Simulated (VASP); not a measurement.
Wanted: the native input for a VASP 6.6.1 run.

- Task: single point
- Functional: r2SCAN
- Potentials or basis: VASP PAW PBE potentials, release 64 (Ti_sv, N_h)
- Cutoff: 910 eV
- k mesh: 16 × 16 × 16
- Occupations: fermi-dirac, width 0.15 eV
- Spin: no spin polarisation
- Dipole correction: no
- Second run: hard_potentials
- Further INCAR settings: ALGO = Normal; EDIFF = 1e-06; NBANDS = 16

The system is TiN (dscan).

```
Ti N
1.0
     0.00000    2.11746    2.11746
     2.11746    0.00000    2.11746
     2.11746    2.11746    0.00000
Ti N
1 1
Direct
  0.00000 0.00000 0.00000
  0.50000 0.50000 0.50000
```

The input as run:

POSCAR

```
TiN
1.0
    0.0000000000      2.1174607577      2.1174607577
    2.1174607577      0.0000000000      2.1174607577
    2.1174607577      2.1174607577      0.0000000000
Ti N
1 1
Direct
    0.0000000000      0.0000000000      0.0000000000
    0.5000000000      0.5000000000      0.5000000000
```

INCAR.step1

```
  PREC = Accurate
  ENCUT = 910
  ISMEAR = -1
  SIGMA = 0.15
  LREAL = F
  LASPH = T
  NELM = 120
  NBANDS = 16
  GGA = PE
  ALGO = Normal
  EDIFF = 1E-5
  LWAVE = T
  LCHARG = F
  GGA_COMPAT = F
```

INCAR.step2

```
  PREC = Accurate
  ENCUT = 910
  EDIFF = 1E-6
  ISMEAR = -1
  SIGMA = 0.15
  LREAL = F
  LASPH = T
  NELM = 120
  ALGO = Normal
  ISIF = 2
  LWAVE = F
  LCHARG = F
  METAGGA = R2SCAN
  LMIXTAU = T
  NBANDS = 16
  ISTART = 1
  GGA_COMPAT = F
```

KPOINTS

```
regular mesh
0
Gamma
  16 16 16
```

Potentials or basis: VASP PAW PBE potentials, release 64 (Ti_sv, N_h).

Command:

```sh
$ cat potpaw_PBE.64/Ti_sv/POTCAR potpaw_PBE.64/N_h/POTCAR > POTCAR
$ cp INCAR.step1 INCAR
$ mpirun -np 1 vasp_std > vasp.out
$ cp INCAR.step2 INCAR
$ mpirun -np 1 vasp_std > vasp.out
```

It gave:

```json
{
 "Pressure": "1.2 GPa"
}
```

Caveat: the cutoff is under 1.25 times the usual one of these potentials, so pressure, stress and relaxed cells hold a basis-set (Pulay) error; the PAW data sets were made with another functional, which shifts forces and pressure a little.

Wall time 4.1 min on 1 thread of Intel(R) Xeon(R) 6975P-C (Granite Rapids), on a shared host, peak memory 0.25 GiB.
